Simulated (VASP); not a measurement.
# Be3Si (P1) in VASP: single point with PBE

Aim: the single point of Be3Si with PBE.

All numbers are computed with VASP 6.6.1; they aren't measurements. Logs are shortened: lines on timing, memory, paths and dates and some standing lists are left out, and cuts for length are marked.

### 1 The cell of the first run

The typed cell holds 4 atoms: a = 4.082 Å, b = 4.063 Å, c = 4.090 Å, α = 132.07°, β = 131.87°, γ = 70.48°.

### 2 Single point, PBE (atoms moved at random and the cell strained at random)

The input, INCAR:

```
SYSTEM = Be3Si
ALGO     = Normal         ! electronic algorithm
EDIFF    = 1E-6           ! SCF threshold, eV
ENCUT    = 520            ! plane-wave cutoff, eV
GGA      = PE             ! functional
ISIF     = 2              ! what is computed and relaxed
ISMEAR   = 0              ! smearing method
LASPH    = .TRUE.         ! aspherical terms in the spheres
LCHARG   = .TRUE.         ! write CHGCAR
LELF     = .TRUE.         ! ELF
LREAL    = .FALSE.        ! projectors in reciprocal space
LVHAR    = .TRUE.       
LWAVE    = .FALSE.        ! write WAVECAR
NBANDS   = 13             ! bands
NELM     = 100            ! most SCF steps
PREC     = Accurate       ! precision mode
SIGMA    = 0.1            ! smearing width, eV
```

The input, KPOINTS:

```
k-points
0
G
  12 12 16
  0 0 0
```

The input, POSCAR:

```
Be3Si
1.0
   -1.6733908076      1.6617663593      3.3323646224
    1.6391594776     -1.6718988330      3.3203574378
    1.6719581322      1.6704661575     -3.3374130978
Be Si
3 1
Direct
    0.7372327605      0.2623827694      0.5211571994
    0.2740850757      0.7107043563      0.4418550792
    0.5716040328      0.5181701580      0.1107403642
   -0.0829233296      0.0087441872     -0.0737497112
```

Potentials or basis: VASP PAW PBE potentials, release 64 (Be, Si).

On the command line:

```console
cat potpaw_PBE.64/Be/POTCAR potpaw_PBE.64/Si/POTCAR > POTCAR
mpirun -np 1 vasp_std > vasp.out
```

OUTCAR:

```text
SYSTEM = Be3Si
   EDIFF = 1E-6
   ENCUT = 520
   GGA = PE
   ISIF = 2
   ISMEAR = 0
   LASPH = .TRUE.
   LREAL = .FALSE.
   NELM = 100
   PREC = Accurate

 ion  position               nearest neighbor table
   1  0.737  0.262  0.521-   4 2.12   2 2.16   3 2.17   2 2.18   3 2.34   4 2.37   3 2.39   4 2.46
                             4 2.50
   2  0.274  0.711  0.442-   3 2.02   4 2.06   1 2.16   1 2.18   4 2.31   3 2.36   4 2.49   4 2.64

   3  0.572  0.518  0.111-   4 1.94   2 2.02   4 2.05   1 2.17   1 2.34   2 2.36   1 2.39   4 2.73

   4  0.917  0.009  0.926-   3 1.94   3 2.05   2 2.06   1 2.12   2 2.31   1 2.37   1 2.46   2 2.49
                             1 2.50   2 2.64   3 2.73

  LATTYP: Found a triclinic cell.
 ALAT       =     6.1819967822
 B/A-ratio  =     0.5356136477
 C/A-ratio  =     0.5390227084
 COS(alpha) =     0.0008548145
 COS(beta)  =     0.2718316545
 COS(gamma) =     0.7981110264

  Lattice vectors:

 A1 = (  -4.9502770874,   1.6733315085,  -3.3033017778)
 A2 = (  -3.3111176098,   0.0014326755,   0.0170556600)
 A3 = (  -0.0014326754,   3.3322325168,  -0.0050484754)

Analysis of symmetry for initial positions (statically):
=====================================================================
 Subroutine PRICEL returns:
 Original cell was already a primitive cell.

 Routine SETGRP: Setting up the symmetry group for a
 triclinic supercell.

 Subroutine GETGRP returns: Found  1 space group operations
 (whereof  1 operations were pure point group operations)
 out of a pool of  2 trial point group operations.

The static configuration has the point symmetry C_1 .

Analysis of symmetry for dynamics (positions and initial velocities):
=====================================================================
 Subroutine PRICEL returns:
 Original cell was already a primitive cell.

 Routine SETGRP: Setting up the symmetry group for a
 triclinic supercell.

 Subroutine GETGRP returns: Found  1 space group operations
 (whereof  1 operations were pure point group operations)
 out of a pool of  2 trial point group operations.

The dynamic configuration has the point symmetry C_1 .

 Subroutine INISYM returns: Found  1 space group operations
 (whereof  1 operations are pure point group operations),
 and found     1 'primitive' translations

----------------------------------------------------------------------------------------

                                     Primitive cell

  volume of cell :      36.7001

  direct lattice vectors                    reciprocal lattice vectors
    -1.673390808  1.661766359  3.332364622     0.000906602  0.300327929  0.150776493
     1.639159478 -1.671898833  3.320357438     0.302795288  0.000360279  0.151872982
     1.671958132  1.670466157 -3.337413098     0.302153100  0.300232064  0.002011988

  length of vectors
     4.082445126  4.062863893  4.089526545     0.336052433  0.338748459  0.425957552

  position of ions in fractional coordinates (direct lattice)
     0.737232760  0.262382769  0.521157199
     0.274085076  0.710704356  0.441855079
     0.571604033  0.518170158  0.110740364
     0.917076670  0.008744187  0.926250289

  ion indices of the primitive-cell ions
   primitive index   ion index
                 1           1
                 2           2
                 3           3
                 4           4

----------------------------------------------------------------------------------------

 KPOINTS: k-points

Automatic generation of k-mesh.
 Grid dimensions read from file:
 generate k-points for:   12   12   16

 Generating k-lattice:

  Cartesian coordinates                     Fractional coordinates (reciprocal lattice)
     0.000075550  0.025027327  0.012564708     0.083333333  0.000000000  0.000000000
     0.025232941  0.000030023  0.012656082     0.000000000  0.083333333  0.000000000
     0.018884569  0.018764504  0.000125749     0.000000000  0.000000000  0.062500000

  Length of vectors
     0.028004369  0.028229038  0.026622347

  Shift w.r.t. Gamma in fractional coordinates (k-lattice)
     0.000000000  0.000000000  0.000000000

 Subroutine IBZKPT returns following result:
 ===========================================

 Found   1156 irreducible k-points:

 Following reciprocal coordinates:
            Coordinates               Weight
  0.000000  0.000000  0.000000      1.000000
  0.083333  0.000000 -0.000000      2.000000
  0.166667 -0.000000 -0.000000      2.000000
  0.250000 -0.000000 -0.000000      2.000000
  0.333333 -0.000000  0.000000      2.000000
  0.416667 -0.000000  0.000000      2.000000
[... 16 lines left out ...]
  0.250000  0.166667  0.000000      2.000000
  0.333333  0.166667  0.000000      2.000000
 [... further k-points ...]
   k-points           NKPTS =   1156   k-points in BZ     NKDIM =   1156   number of bands    NBANDS=     13
   number of dos      NEDOS =    301   number of ions     NIONS =      4
   total plane-waves  NPLWV =  27000
   dimension x,y,z NGX =    30 NGY =   30 NGZ =   30
   dimension x,y,z NGXF=    60 NGYF=   60 NGZF=   60
   ions per type =               3   1
   NGX,Y,Z   is equivalent  to a cutoff of  12.22, 12.28, 12.20 a.u.
   NGXF,Y,Z  is equivalent  to a cutoff of  24.43, 24.55, 24.39 a.u.
 SYSTEM =  Be3Si
   PREC   = accura    normal or accurate (medium, high low for compatibility)
   ISTART =      0    job   : 0-new  1-cont  2-samecut
   ICHARG =      2    charge: 1-file 2-atom 10-const
   ISPIN  =      1    spin polarized calculation?
   LNONCOLLINEAR =      F non collinear calculations
   LSORBIT =      F    spin-orbit coupling
   LASPH  =      T    aspherical Exc in radial PAW
   ENCUT  =  520.0 eV  38.22 Ry    6.18 a.u.   7.59  7.55  7.60*2*pi/ulx,y,z
   NELM   =    100;   NELMIN=  2; NELMDL= -5     # of ELM steps
   EDIFF  = 0.1E-05   stopping-criterion for ELM
   LREAL  =      F    real-space projection
   EDIFFG = 0.1E-04   stopping-criterion for IOM
   NSW    =      0    number of steps for IOM
   IBRION =     -1    ionic relax: 0-MD 1-quasi-New 2-CG
   NFREE  =      0    steps in history (QN), initial steepest desc. (CG)
   ISIF   =      2    stress and relaxation
   ISYM   =      2    0-nonsym 1-usesym 2-fastsym
   POTIM  = 0.5000    time-step for ionic-motion
   TEBEG  =    0.0;   TEEND  =   0.0 temperature during run
   PSTRESS=    0.0 pullay stress
   NELECT =      10.0000    total number of electrons
   NUPDOWN=      -1.0000    fix difference up-down
   EMIN   =  10.00;   EMAX   =-10.00  energy-range for DOS
   EFERMI =   0.00;   METHOD = LEGACY
   ISMEAR =     0;   SIGMA  =   0.10  broadening in eV -4-tet -1-fermi 0-gaus
   EFERMI_NEDOS =   21; number of points for ismear=-14 and -15
   IALGO  =     38    algorithm
   IMIX   =      4    mixing-type and parameters
     AMIX     =   0.40;   BMIX     =  1.00
     AMIX_MAG =   1.60;   BMIX_MAG =  1.00
  volume/ion in A,a.u.               =       9.18        61.92
  Fermi-wavevector in a.u.,A,eV,Ry     =   1.061335  2.005633 15.326046  1.126433
  Thomas-Fermi vector in A             =   2.196748
   LORBIT       =      0    0 simple, 1 ext, 2 COOP (PROOUT), +10 PAW based schemes
   GGA     = PE    functional components
   LHFCALC =     F    Hartree Fock is set to
   AEXX    =    0.0000 exact exchange contribution
   IVDW    =     0    specifies the selected vdW correction
   LEPSILON=     F    determine dielectric tensor
   LRPA    =     F    only Hartree local field effects (RPA)
 non-spin polarized calculation
 Gauss-broadening in eV      SIGMA  =   0.10
  energy-cutoff  :      520.00
  volume of cell :       36.70
 maximum number of plane-waves:      1013
   NGX = 15   NGY = 15   NGZ = 15

 number of electron      10.0000000 magnetization

 Free energy of the ion-electron system (eV)
  ---------------------------------------------------
  ext. energy  EPLUGINS =         0.00000000
  ---------------------------------------------------
  free energy    TOTEN  =       -14.31685469 eV

  energy without entropy =      -14.31125374  energy(sigma->0) =      -14.31405421

 E-fermi :   8.6222     XC(G=0): -10.8917

 val. band max:        8.6221712771   @ k =   0.2500  -0.0000   0.1875
 cond. band min:       8.6226631582   @ k =   0.3333  -0.3333   0.1250
 fundamental gap:      0.0004918811
 Fermi energy:         8.6221723402

 k-point     1 :       0.0000    0.0000    0.0000
  band No.  band energies     occupation
      1      -4.6029      2.00000
      2       4.5763      2.00000
      3       7.2676      2.00000
      4       8.1303      2.00000
      5       8.6374      0.82917
      6       9.0918      0.00000
      7       9.1505      0.00000
      8      10.0581      0.00000
      9      11.1230      0.00000
     10      13.4536      0.00000
     11      15.5069      0.00000
     12      17.1731      0.00000
     13      17.9451      0.00000

 k-point     2 :       0.0833    0.0000   -0.0000
  band No.  band energies     occupation
      1      -4.5110      2.00000
      2       4.4397      2.00000
      3       6.8987      2.00000
      4       7.3699      2.00000
      5       8.2656      2.00000
      6       8.9594      0.00000
      7       9.8131      0.00000
      8      10.7501      0.00000
      9      11.6965      0.00000
     10      13.7632      0.00000
     11      15.4536      0.00000
     12      16.6787      0.00000
     13      17.8436      0.00000

 k-point     3 :       0.1667   -0.0000   -0.0000
  band No.  band energies     occupation
      1      -4.2369      2.00000
      2       4.0170      2.00000
      3       5.4657      2.00000
      4       7.1629      2.00000
      5       7.4962      2.00000
      6       9.4523      0.00000
      7      10.6070      0.00000
      8      11.7354      0.00000
      9      12.4921      0.00000
     10      14.3204      0.00000
     11      15.1024      0.00000
     12      16.8959      0.00000
     13      17.7368      0.00000

 k-point     4 :       0.2500   -0.0000   -0.0000
  band No.  band energies     occupation
      1      -3.7871      2.00000
      2       3.0659      2.00000
      3       4.4938      2.00000
      4       6.6350      2.00000
      5       7.2994      2.00000
      6      10.1688      0.00000
      7      11.4870      0.00000
      8      12.0807      0.00000
      9      13.2026      0.00000
     10      14.0275      0.00000
     11      15.8240      0.00000
     12      17.6511      0.00000
     13      18.2731      0.00000

 k-point     5 :       0.3333   -0.0000    0.0000
  band No.  band energies     occupation
      1      -3.1814      2.00000
      2       1.7471      2.00000
      3       4.0862      2.00000
      4       6.1051      2.00000
      5       7.4038      2.00000
      6      10.7626      0.00000
      7      11.5415      0.00000
      8      12.6222      0.00000
      9      13.5555      0.00000
     10      14.7447      0.00000
     11      16.3469      0.00000
     12      18.2482      0.00000
     13      19.1432      0.00000
[... 257 lines left out ...]
 k-point    22 :       0.1667    0.1667    0.0000
  band No.  band energies     occupation
      1      -3.7303      2.00000
      2       3.0650      2.00000
      3       4.7077      2.00000
      4       5.3733      2.00000
      5       8.4051      1.99786
      6       9.1635      0.00000
      7      11.3004      0.00000
      8      12.7554      0.00000
      9      13.5385      0.00000
     10      14.7372      0.00000
     11      16.8740      0.00000
     12      17.4446      0.00000
     13      18.2733      0.00000

 k-point    23 :       0.2500    0.1667    0.0000
  band No.  band energies     occupation
      1      -3.2177      2.00000
      2       2.4786      2.00000
      3       3.7313      2.00000
      4       5.0903      2.00000
      5       8.0917      2.00000
      6       9.5781      0.00000
      7      11.0214      0.00000
      8      13.5173      0.00000
      9      14.6046      0.00000
     10      15.1723      0.00000
     11      16.9677      0.00000
     12      18.3694      0.00000
     13      18.8952      0.00000

 k-point    24 :       0.3333    0.1667    0.0000
  band No.  band energies     occupation
      1      -2.5670      2.00000
      2       1.4781      2.00000
      3       3.2519      2.00000
      4       5.1707      2.00000
      5       7.6215      2.00000
      6       9.4681      0.00000
      7      11.5025      0.00000
      8      13.6887      0.00000
      9      15.2438      0.00000
     10      15.7315      0.00000
     11      16.9231      0.00000
     12      18.6167      0.00000
     13      19.4050      0.00000

 [... further k-points ...]
[... 5 lines left out ...]
  --------------------------------------------------------------------------------------
  -------------------------------------------------------------------------------------
  Total        7.1301162      5.7847114      3.5702719      1.3201516      0.3004500     -0.0656582
  in kB      311.2723151    252.5373329    155.8637716     57.6325296     13.1164458     -2.8663733
  external PRESSURE =     239.8911399 kB  Pullay stress =       0.0000000 kB

 VOLUME and BASIS-vectors are now :
 -----------------------------------------------------------------------------
  energy-cutoff  :      520.00
  volume of cell :       36.70
      direct lattice vectors                 reciprocal lattice vectors
    -1.673390808  1.661766359  3.332364622     0.000906602  0.300327929  0.150776493
     1.639159478 -1.671898833  3.320357438     0.302795288  0.000360279  0.151872982
     1.671958132  1.670466157 -3.337413098     0.302153100  0.300232064  0.002011988

 POSITION                                       TOTAL-FORCE (eV/Angst)
 -----------------------------------------------------------------------------------
      0.06776      1.65701      1.58862        -0.438010     -0.610105      0.735977
      1.44507      0.00534      1.79849         1.145260     -1.232303     -1.620055
      0.07800      0.26853      3.25572        -1.617548     -2.765685      0.617319
      0.02836      3.05662     -0.00621         0.910297      4.608093      0.266759
 -----------------------------------------------------------------------------------
    total drift:                                0.000049      0.000425      0.000028

  FREE ENERGIE OF THE ION-ELECTRON SYSTEM (eV)
  ---------------------------------------------------
  free  energy   TOTEN  =       -14.3168546862 eV

  energy  without entropy=      -14.3112537364  energy(sigma->0) =      -14.31405421
```

Wall time 6 min (1 thread of Intel Xeon Platinum 8488C (Sapphire Rapids), shared host); peak memory 0.57 GiB.

Results:

```yaml
Free_energy: -14.3169 eV
Pressure: 24.0 GPa
Largest_force: 4.705 eV/Å
Band_gap_on_the_k_mesh: zero (band 5 reaches 11.34 eV, above the bottom of band 6 at 6.78 eV)
```

Forces in eV/Å, atoms in the order of the input:
```
Be  -0.438 -0.610  0.736
Be   1.145 -1.232 -1.620
Be  -1.618 -2.766  0.617
Si   0.910  4.608  0.267
```

Stress tensor (GPa, compression positive):
```
31.13  5.76 -0.29
 5.76 25.25  1.31
-0.29  1.31 15.59
```

Caveat: the cell differs from its parent crystal (atoms moved at random and the cell strained at random); forces of over 1 eV/Å act on the atoms, so gaps and moduli don't describe the material at rest.
